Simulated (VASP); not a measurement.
# Ti2NbB3 (P4/mmm) in VASP: further runs

Ti2NbB3 is run at these levels: PBE; tasks: relaxation of cell and atoms, single point.

Everything below comes from runs of VASP 6.6.1. Logs are shortened: lines on timing, memory, paths and dates and some standing lists are left out, and cuts for length are marked.

## 1. The cell of the first run

It takes space group P4/mmm (No. 123, tetragonal). The conventional cell has a = 3.156 Å, b = 3.156 Å, c = 6.680 Å, α = 90.00°, β = 90.00°, γ = 90.00°. Ti (site symmetry 4/mmm) has 12 B at 2.23 to 2.64 Å within 3.0 Å. Within 3.0 Å of Ti (site symmetry 4/mmm) lie 4 Nb at 2.23 Å and 8 B at 2.95 Å. Nb (site symmetry 4/mmm) has 2 B at 1.93 Å and 4 Ti at 2.23 Å within 2.6 Å. Within 2.0 Å of B (site symmetry 4mm) lie 1 B at 1.41 Å and 1 Nb at 1.93 Å. B (site symmetry 4/mmm) has 2 B at 1.41 Å within 1.9 Å.

The cell was built from a structure type or drawn by symmetry, and may not be a known phase.

## 2. Relaxation of cell and atoms, PBE

Contents of INCAR:

```
SYSTEM = Ti2NbB3
PREC = Accurate
ENCUT = 600
EDIFF = 1E-6
ISMEAR = 0
SIGMA = 0.1
LREAL = .FALSE.
LASPH = .TRUE.
NELM = 80
ALGO = Normal
ISIF = 3
LWAVE = .FALSE.
LCHARG = .FALSE.
GGA = PE
IBRION = 2
NSW = 90
EDIFFG = -0.04
```

Contents of KPOINTS:

```
regular mesh
0
G
  6 6 4
  0 0 0
```

Contents of POSCAR:

```
Ti2NbB3
1.0
    3.1556050200      0.0000000000      0.0000000000
    0.0000000000      3.1556050200      0.0000000000
    0.0000000000      0.0000000000      6.6796374700
Ti Nb B
2 1 3
Direct
    0.0000000000      0.0000000000      0.5000000000
    0.0000000000      0.0000000000      0.0000000000
    0.5000000000      0.5000000000      0.0000000000
    0.5000000000      0.5000000000      0.7114587100
    0.5000000000      0.5000000000      0.2885412900
    0.5000000000      0.5000000000      0.5000000000
```

Potentials or basis: VASP PAW PBE potentials, release 64 (Ti_sv, Nb_sv, B).

Launch:

```
$ cat potpaw_PBE.64/Ti_sv/POTCAR potpaw_PBE.64/Nb_sv/POTCAR potpaw_PBE.64/B/POTCAR > POTCAR
$ mpirun -np 1 vasp_std > vasp.out
```

OUTCAR:

```text
SYSTEM = Ti2NbB3
   PREC = Accurate
   ENCUT = 600
   EDIFF = 1E-6
   ISMEAR = 0
   LREAL = .FALSE.
   LASPH = .TRUE.
   NELM = 80
   ISIF = 3
   GGA = PE
   IBRION = 2
   NSW = 90
   EDIFFG = -0.04

 ion  position               nearest neighbor table
   1  0.000  0.000  0.500-   6 2.23   6 2.23   6 2.23   6 2.23
   2  0.000  0.000  0.000-   3 2.23   3 2.23   3 2.23   3 2.23
   3  0.500  0.500  0.000-   4 1.93   5 1.93   2 2.23   2 2.23   2 2.23   2 2.23
   4  0.500  0.500  0.711-   6 1.41   3 1.93
   5  0.500  0.500  0.289-   6 1.41   3 1.93
   6  0.500  0.500  0.500-   4 1.41   5 1.41   1 2.23   1 2.23   1 2.23   1 2.23

  LATTYP: Found a simple tetragonal cell.
 ALAT       =     3.1556050200
 C/A-ratio  =     2.1167533413

  Lattice vectors:

 A1 = (   3.1556050200,   0.0000000000,   0.0000000000)
 A2 = (   0.0000000000,   3.1556050200,   0.0000000000)
 A3 = (   0.0000000000,   0.0000000000,   6.6796374700)

Analysis of symmetry for initial positions (statically):
=====================================================================
 Subroutine PRICEL returns:
 Original cell was already a primitive cell.

 Routine SETGRP: Setting up the symmetry group for a
 simple tetragonal supercell.

 Subroutine GETGRP returns: Found 16 space group operations
 (whereof 16 operations were pure point group operations)
 out of a pool of 16 trial point group operations.

The static configuration has the point symmetry D_4h.

Analysis of symmetry for dynamics (positions and initial velocities):
=====================================================================
 Subroutine PRICEL returns:
 Original cell was already a primitive cell.

 Routine SETGRP: Setting up the symmetry group for a
 simple tetragonal supercell.

 Subroutine GETGRP returns: Found 16 space group operations
 (whereof 16 operations were pure point group operations)
 out of a pool of 16 trial point group operations.

The dynamic configuration has the point symmetry D_4h.

 Subroutine INISYM returns: Found 16 space group operations
 (whereof 16 operations are pure point group operations),
 and found     1 'primitive' translations

----------------------------------------------------------------------------------------

                                     Primitive cell

  volume of cell :      66.5148

  direct lattice vectors                    reciprocal lattice vectors
     3.155605020  0.000000000  0.000000000     0.316896441  0.000000000  0.000000000
     0.000000000  3.155605020  0.000000000     0.000000000  0.316896441  0.000000000
     0.000000000  0.000000000  6.679637470     0.000000000  0.000000000  0.149708724

  length of vectors
     3.155605020  3.155605020  6.679637470     0.316896441  0.316896441  0.149708724

  position of ions in fractional coordinates (direct lattice)
     0.000000000  0.000000000  0.500000000
     0.000000000  0.000000000  0.000000000
     0.500000000  0.500000000  0.000000000
     0.500000000  0.500000000  0.711458710
     0.500000000  0.500000000  0.288541290
     0.500000000  0.500000000  0.500000000

  ion indices of the primitive-cell ions
   primitive index   ion index
                 1           1
                 2           2
                 3           3
                 4           4
                 5           5
                 6           6

----------------------------------------------------------------------------------------

 KPOINTS: regular mesh

Automatic generation of k-mesh.
 Grid dimensions read from file:
 generate k-points for:    6    6    4

 Generating k-lattice:

  Cartesian coordinates                     Fractional coordinates (reciprocal lattice)
     0.052816073  0.000000000  0.000000000     0.166666667  0.000000000  0.000000000
     0.000000000  0.052816073  0.000000000     0.000000000  0.166666667  0.000000000
     0.000000000  0.000000000  0.037427181     0.000000000  0.000000000  0.250000000

  Length of vectors
     0.052816073  0.052816073  0.037427181

  Shift w.r.t. Gamma in fractional coordinates (k-lattice)
     0.000000000  0.000000000  0.000000000

 Subroutine IBZKPT returns following result:
 ===========================================

 Found     30 irreducible k-points:

 Following reciprocal coordinates:
            Coordinates               Weight
  0.000000  0.000000  0.000000      1.000000
  0.166667  0.000000  0.000000      4.000000
  0.333333  0.000000  0.000000      4.000000
  0.500000  0.000000  0.000000      2.000000
  0.166667  0.166667  0.000000      4.000000
  0.333333  0.166667  0.000000      8.000000
[... 16 lines left out ...]
  0.333333  0.000000  0.500000      4.000000
  0.500000  0.000000  0.500000      2.000000
 [... further k-points ...]
   k-points           NKPTS =     30   k-points in BZ     NKDIM =     30   number of bands    NBANDS=     27
   number of dos      NEDOS =    301   number of ions     NIONS =      6
   total plane-waves  NPLWV =  42336
   dimension x,y,z NGX =    28 NGY =   28 NGZ =   54
   dimension x,y,z NGXF=    56 NGYF=   56 NGZF=  108
   ions per type =               2   1   3
   NGX,Y,Z   is equivalent  to a cutoff of  14.75, 14.75, 13.44 a.u.
   NGXF,Y,Z  is equivalent  to a cutoff of  29.50, 29.50, 26.88 a.u.
 SYSTEM =  Ti2NbB3
   PREC   = accura    normal or accurate (medium, high low for compatibility)
   ISTART =      0    job   : 0-new  1-cont  2-samecut
   ICHARG =      2    charge: 1-file 2-atom 10-const
   ISPIN  =      1    spin polarized calculation?
   LNONCOLLINEAR =      F non collinear calculations
   LSORBIT =      F    spin-orbit coupling
   LASPH  =      T    aspherical Exc in radial PAW
   ENCUT  =  600.0 eV  44.10 Ry    6.64 a.u.   6.30  6.30 13.34*2*pi/ulx,y,z
   NELM   =     80;   NELMIN=  2; NELMDL= -5     # of ELM steps
   EDIFF  = 0.1E-05   stopping-criterion for ELM
   LREAL  =      F    real-space projection
   EDIFFG = -.4E-01   stopping-criterion for IOM
   NSW    =     90    number of steps for IOM
   IBRION =      2    ionic relax: 0-MD 1-quasi-New 2-CG
   NFREE  =      1    steps in history (QN), initial steepest desc. (CG)
   ISIF   =      3    stress and relaxation
   ISYM   =      2    0-nonsym 1-usesym 2-fastsym
   POTIM  = 0.5000    time-step for ionic-motion
   TEBEG  =    0.0;   TEEND  =   0.0 temperature during run
   PSTRESS=    0.0 pullay stress
   NELECT =      46.0000    total number of electrons
   NUPDOWN=      -1.0000    fix difference up-down
   EMIN   =  10.00;   EMAX   =-10.00  energy-range for DOS
   EFERMI =   0.00;   METHOD = LEGACY
   ISMEAR =     0;   SIGMA  =   0.10  broadening in eV -4-tet -1-fermi 0-gaus
   EFERMI_NEDOS =   21; number of points for ismear=-14 and -15
   IALGO  =     38    algorithm
   IMIX   =      4    mixing-type and parameters
     AMIX     =   0.40;   BMIX     =  1.00
     AMIX_MAG =   1.60;   BMIX_MAG =  1.00
  volume/ion in A,a.u.               =      11.09        74.81
  Fermi-wavevector in a.u.,A,eV,Ry     =   1.447732  2.735816 28.516815  2.095927
  Thomas-Fermi vector in A             =   2.565653
   LORBIT       =      0    0 simple, 1 ext, 2 COOP (PROOUT), +10 PAW based schemes
   GGA     = PE    functional components
   LHFCALC =     F    Hartree Fock is set to
   AEXX    =    0.0000 exact exchange contribution
   IVDW    =     0    specifies the selected vdW correction
   LEPSILON=     F    determine dielectric tensor
   LRPA    =     F    only Hartree local field effects (RPA)
 conjugate gradient relaxation of ions
 non-spin polarized calculation
 Gauss-broadening in eV      SIGMA  =   0.10
  energy-cutoff  :      600.00
  volume of cell :       66.51
 maximum number of plane-waves:      2244
 NGX is ok and might be reduce to    28
   NGX = 13   NGY = 13   NGZ = 27

--------------------------------------- Ionic step        1  -------------------------------------------

 number of electron      45.9999999 magnetization

 Free energy of the ion-electron system (eV)
  ---------------------------------------------------
  ext. energy  EPLUGINS =         0.00000000
  ---------------------------------------------------
  free energy    TOTEN  =       -37.90485600 eV

  energy without entropy =      -37.88099628  energy(sigma->0) =      -37.89292614

------------------------ aborting loop because EDIFF is reached ----------------------------------------

  FORCE on cell =-STRESS in cart. coord.  units (eV):
  Direction    XX          YY          ZZ          XY          YZ          ZX
  --------------------------------------------------------------------------------------
  -------------------------------------------------------------------------------------
  Total       17.7046904     17.7046904     31.4959416      0.0000000      0.0000000      0.0000000
  in kB      426.4624042    426.4624042    758.6596915      0.0000000      0.0000000      0.0000000
  external PRESSURE =     537.1948333 kB  Pullay stress =       0.0000000 kB
[... 25 lines left out ...]
  energy  without entropy=      -37.8809962823  energy(sigma->0) =      -37.89292614

--------------------------------------- Ionic step        2  -------------------------------------------

 number of electron      46.0000012 magnetization

 E-fermi :   4.5958     XC(G=0):  -9.9612

 val. band max:        4.5871612314   @ k =   0.3333   0.1667   0.5000
 cond. band min:       4.6063921552   @ k =   0.3333   0.1667   0.0000
 fundamental gap:      0.0192309238
 Fermi energy:         4.5957607869

 k-point     1 :       0.0000    0.0000    0.0000
  band No.  band energies     occupation
      1     -53.2372      2.00000
      2     -52.1906      2.00000
      3     -49.5113      2.00000
      4     -29.6383      2.00000
      5     -29.3325      2.00000
      6     -29.3325      2.00000
[... 784 lines left out ...]
  FREE ENERGIE OF THE ION-ELECTRON SYSTEM (eV)
  ---------------------------------------------------
  free  energy   TOTEN  =       -40.9201268250 eV

  energy  without entropy=      -40.8825464530  energy(sigma->0) =      -40.90133664

[... ionic steps 4 to 8 ...]

--------------------------------------- Ionic step        9  -------------------------------------------

 number of electron      45.9999994 magnetization

------------------------ aborting loop because EDIFF is reached ----------------------------------------

  FORCE on cell =-STRESS in cart. coord.  units (eV):
  Direction    XX          YY          ZZ          XY          YZ          ZX
  --------------------------------------------------------------------------------------
  -------------------------------------------------------------------------------------
  Total       -0.0262182     -0.0262182      0.1005230      0.0000000     -0.0000000      0.0000000
  in kB       -0.4711788     -0.4711788      1.8065424      0.0000000     -0.0000000      0.0000000
  external PRESSURE =       0.2880616 kB  Pullay stress =       0.0000000 kB
[... 65 lines left out ...]
  energy  without entropy=      -41.0624082806  energy(sigma->0) =      -41.07909332

--------------------------------------- Ionic step       11  -------------------------------------------

 number of electron      45.9999995 magnetization

 Free energy of the ion-electron system (eV)
  ---------------------------------------------------
  ext. energy  EPLUGINS =         0.00000000
  ---------------------------------------------------
  free energy    TOTEN  =       -41.09584940 eV

  energy without entropy =      -41.06240920  energy(sigma->0) =      -41.07912930

 E-fermi :   6.3224     XC(G=0): -10.8037

 val. band max:        6.3220492911   @ k =   0.3333   0.1667   0.2500
 cond. band min:       6.3493111688   @ k =   0.5000   0.0000   0.2500
 fundamental gap:      0.0272618777
 Fermi energy:         6.3224105896

 k-point     1 :       0.0000    0.0000    0.0000
  band No.  band energies     occupation
      1     -51.4068      2.00000
      2     -50.2438      2.00000
      3     -47.5319      2.00000
      4     -27.7158      2.00000
      5     -27.5470      2.00000
      6     -27.5470      2.00000
[... 744 lines left out ...]
  FREE ENERGIE OF THE ION-ELECTRON SYSTEM (eV)
  ---------------------------------------------------
  free  energy   TOTEN  =       -41.0958494011 eV

  energy  without entropy=      -41.0624091996  energy(sigma->0) =      -41.07912930

 reached required accuracy - stopping structural energy minimisation
```

Run time: 5.2 min. Hardware: 1 thread of Intel Xeon 6975P-C (Granite Rapids), shared host; peak memory 0.24 GiB.

Results:

* Free energy: -41.0958 eV
* Relaxed volume: 14.86 Å³/atom
* Relaxed cell: a = 3.433 Å, b = 3.433 Å, c = 7.565 Å, α = 90.00°, β = 90.00°, γ = 90.00°
* Space group after relaxing (to 0.1 Å): P4/mmm (No. 123)
* Energy gained by relaxing: 531.8 meV/atom
* Ionic steps: 11
* Pressure after relaxing: -0.1 GPa
* Largest force after relaxing: 0.021 eV/Å
* Band gap on the k mesh: zero (bands 23 and 24 overlap by 1.72 eV)

Forces in eV/Å, atoms in the order of the input:
```
Ti   0.000  0.000  0.000
Ti   0.000  0.000  0.000
Nb   0.000  0.000  0.000
B    0.000  0.000 -0.021
B    0.000  0.000  0.021
B    0.000  0.000  0.000
```

Stress tensor (GPa, compression positive):
```
-0.03  0.00  0.00
 0.00 -0.03  0.00
 0.00  0.00 -0.16
```

Step by step:
```tsv
step	energy change (eV)	largest force (eV/Å)	pressure (GPa)	volume (Å³)
1	0.0000	1.0670	53.72	66.51
2	-1.4909	1.9050	-16.39	108.78
3	-3.0153	2.0405	1.21	87.53
4	-3.0154	2.0281	1.83	87.07
5	-3.1748	0.5477	-0.90	90.25
6	-3.1896	0.0965	-0.50	89.54
7	-3.1896	0.0523	-0.52	89.59
8	-3.1909	0.0607	0.04	89.10
9	-3.1909	0.0497	0.03	89.15
10	-3.1909	0.0431	-0.02	89.18
11	-3.1910	0.0209	-0.07	89.16
```

Final structure:
```
CELL_PARAMETERS angstrom
3.43289 0.00000 0.00000
0.00000 3.43289 0.00000
0.00000 0.00000 7.56534
ATOMIC_POSITIONS crystal
Ti 0.00000 0.00000 0.50000
Ti 0.00000 0.00000 0.00000
Nb 0.50000 0.50000 0.00000
B 0.50000 0.50000 0.70689
B 0.50000 0.50000 0.29311
B 0.50000 0.50000 0.50000
```

Caveat: the volume moved by over 15 % at a fixed basis, so the end points are rough.

## 3. Single point, PBE

This run uses another cell than the first one, of 14.88 Å³/atom.

Contents of INCAR:

```
SYSTEM = Ti2NbB3
  PREC = Accurate
  ENCUT = 520
  EDIFF = 1E-6
  ISMEAR = 0
  SIGMA = 0.1
  LREAL = .FALSE.
  LASPH = .TRUE.
  NELM = 80
  ALGO = Normal
  ISIF = 2
  LWAVE = .FALSE.
  LCHARG = .FALSE.
  GGA = PE
  NBANDS = 32
```

Contents of KPOINTS:

```
Automatic mesh
0
G
  12 12 6
  0 0 0
```

Contents of POSCAR:

```
Ti2NbB3
1.0
    3.4354706217      0.0000000000      0.0000000000
    0.0000000000      3.4354706217      0.0000000000
    0.0000000000      0.0000000000      7.5636185940
Ti Nb B
2 1 3
Direct
    0.0000000000      0.0000000000      0.5000000000
    0.0000000000      0.0000000000      0.0000000000
    0.5000000000      0.5000000000      0.0000000000
    0.5000000000      0.5000000000      0.7069029482
    0.5000000000      0.5000000000      0.2930970518
    0.5000000000      0.5000000000      0.5000000000
```

Potentials or basis: VASP PAW PBE potentials, release 64 (Ti_sv, Nb_sv, B).

Launch:

```
$ cat potpaw_PBE.64/Ti_sv/POTCAR potpaw_PBE.64/Nb_sv/POTCAR potpaw_PBE.64/B/POTCAR > POTCAR
$ mpirun -np 1 vasp_std > vasp.out
```

Run time: 3 min. Hardware: 1 thread of Intel Xeon 6975P-C (Granite Rapids), shared host; peak memory 0.41 GiB.

The run converged. Its results:

```
Free energy            : -41.1162 eV
Pressure               : 0.0 GPa
Largest force          : 0.018 eV/Å
Band gap on the k mesh : zero (bands 23 and 24 overlap by 1.74 eV)
```

Forces in eV/Å, atoms in the order of the input:
```
Ti   0.000  0.000  0.000
Ti   0.000  0.000  0.000
Nb   0.000  0.000  0.000
B    0.000  0.000  0.018
B    0.000  0.000 -0.018
B    0.000  0.000  0.000
```

Stress tensor (GPa, compression positive):
```
 0.05  0.00  0.00
 0.00  0.05  0.00
 0.00  0.00 -0.13
```

Levels at points of the mesh, in eV from the Fermi level:
```csv
k point,band 21,band 22,band 23,band 24,band 25,band 26
"(0.00, 0.00, 0.00)",-0.91,-0.74,-0.39,-0.39,0.46,0.72
"(0.50, 0.00, 0.00)",-1.22,0.03,0.76,0.93,1.13,1.33
"(0.50, 0.50, 0.00)",-0.89,-0.50,-0.50,0.09,0.23,1.81
"(0.00, 0.00, 0.50)",-1.19,-0.75,0.23,0.23,0.54,0.54
"(0.50, 0.00, 0.50)",-1.21,0.11,0.91,0.92,1.17,1.20
"(0.50, 0.50, 0.50)",-1.55,-1.55,-0.87,-0.82,0.49,1.18
```
